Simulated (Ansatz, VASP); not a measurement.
Rh in VASP and in Ansatz

```xyz
3
Lattice="4.4895 0.0000 0.0000 -2.2448 3.8880 0.0000 0.0000 0.0000 2.7523" Properties=species:S:1:pos:R:3 pbc="T T T"
Rh    0.0000    0.0000    0.0000
Rh    0.0000    2.5920    1.3761
Rh    2.2448    1.2960    1.3761
```

Alike in both runs: task single point; functional PBEsol; k mesh 6 × 6 × 6; occupations gaussian, width 0.1 eV; no spin polarisation.

```csv
,VASP,Ansatz
version,VASP 6.6.1,Ansatz 0.2.0
potentials or method,"VASP PAW PBE potentials, release 64 (Rh_pv), cutoff 500 eV","scalar-relativistic, plane waves, PAW"
valence electrons in the cell,45,51
```

```csv
,VASP,Ansatz,Ansatz less VASP
gap on the k mesh at the Fermi level (eV),none,none,-
pressure (GPa),-27.3,-27.3,+0.01
"traceless stress, the component that is largest in VASP (GPa)",3.48,3.50,+0.015
```

VASP's potentials were made for PBE, not for PBEsol. A gap of «none» marks a metal or a gap that the smearing closes. VASP's potentials hold 45 valence electrons a cell and Ansatz's 51, so a difference there can come from the potentials and not from the codes.

The k mesh is coarse, so the values compare programs but aren't converged.
